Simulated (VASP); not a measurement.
A run of VASP 6.6.1 is set up as follows.

File INCAR:

```
SYSTEM = TaAs
PREC = Accurate
ENCUT = 520
EDIFF = 1E-7
ISMEAR = 0
SIGMA = 0.1
LREAL = .FALSE.
LASPH = .TRUE.
NELM = 60
ALGO = Normal
ISIF = 2
LWAVE = .FALSE.
LCHARG = .TRUE.
GGA = PE
LELF = .TRUE.
LVHAR = .TRUE.
NBANDS = 24
```

Contents of KPOINTS:

```
Automatic mesh
0
G
  18 18 18
  0 0 0
```

File POSCAR:

```
TaAs
1.0
   -1.7317762835      1.7317762835      5.8658647607
    1.7317762835     -1.7317762835      5.8658647607
    1.7317762835      1.7317762835     -5.8658647607
Ta As
2 2
Direct
    0.5001941278      1.0001941278      0.5000000000
    0.7501941278      0.7501941278      0.0000000000
    0.0824052797      0.5824052797      0.5000000000
    0.3324052797      0.3324052797      0.0000000000
```

Potentials or basis: VASP PAW PBE potentials, release 64 (Ta_pv, As).

Run with:

```bash
$ cat potpaw_PBE.64/Ta_pv/POTCAR potpaw_PBE.64/As/POTCAR > POTCAR
$ mpirun -np 1 vasp_std > vasp.out
```

Question: Predict the pressure.

Answer: 0.4 GPa.

Question: Estimate the band gap on the k mesh.

Answer: Zero (bands 16 and 17 overlap by 0.02 eV).

Caveat: spin-orbit coupling is left out, which moves the levels of the heavy elements.
